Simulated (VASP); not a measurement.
A run of VASP 6.6.1 is set up as follows.

File INCAR:

```
PREC = Accurate
ENCUT = 520
EDIFF = 1E-6
ISMEAR = 0
SIGMA = 0.1
LREAL = False
LASPH = True
NELM = 100
ALGO = Normal
ISIF = 2
LWAVE = False
LCHARG = True
GGA = PE
LELF = True
LVHAR = True
NBANDS = 22
```

The input KPOINTS:

```
Automatic mesh
0
Gamma
  6 6 6
```

The input POSCAR:

```
Cd2S
1.0
   -2.4736576325      2.4736576325      3.7310247921
    2.4736576325     -2.4736576325      3.7310247921
    2.4736576325      2.4736576325     -3.7310247921
Cd S
2 1
Direct
    0.6742953540      0.6742953540      0.0000000000
    0.3257046460      0.3257046460      0.0000000000
    0.0000000000      0.0000000000      0.0000000000
```

Potentials or basis: VASP PAW PBE potentials, release 64 (Cd, S).

Run with:

```bash
$ cat potpaw_PBE.64/Cd/POTCAR potpaw_PBE.64/S/POTCAR > POTCAR
$ mpirun -np 1 vasp_std > vasp.out
```

Q: What does it give for the pressure?

A: 0.5 GPa.

Q: Estimate the band gap on the k mesh.

A: 0.35 eV.

Q: Estimate the largest force.

A: 0.006 eV/Å.

Forces in eV/Å, atoms in the order of the input:
```
Cd   0.000  0.000 -0.006
Cd   0.000  0.000  0.006
S    0.000  0.000  0.000
```

A k mesh can miss the band edges.
